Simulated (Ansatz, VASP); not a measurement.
## Si3Ag in VASP and in Ansatz

```
CELL_PARAMETERS angstrom
0.00000 3.36507 3.36507
3.36507 0.00000 3.36507
3.36507 3.36507 0.00000
ATOMIC_POSITIONS crystal
Si 0.50000 0.50000 0.50000
Si 0.25000 0.25000 0.25000
Si 0.75000 0.75000 0.75000
Ag 0.00000 0.00000 0.00000
```

Change from the starting cell: species swapped into the Li3Pb type (Fm-3m, No. 225).

Alike in both runs: task single point; functional PBE; k mesh 4 × 4 × 4; occupations gaussian, width 0.1 eV; no spin polarisation.

```csv
,VASP,Ansatz
version,VASP 6.6.1,Ansatz 0.2.0
potentials or method,"VASP PAW PBE potentials, release 64 (Si, Ag), cutoff 520 eV","scalar-relativistic, plane waves, PAW"
valence electrons in the cell,23,31
```

```tsv
	VASP	Ansatz	Ansatz less VASP
gap on the k mesh at the Fermi level (eV)	none	none	-
pressure (GPa)	-9.1	-9.1	+0.01
```

A gap of «none» marks a metal or a gap that the smearing closes. VASP's potentials hold 23 valence electrons a cell and Ansatz's 31, so a difference there can come from the potentials and not from the codes.

The k mesh is coarse, so the values compare programs but aren't converged.
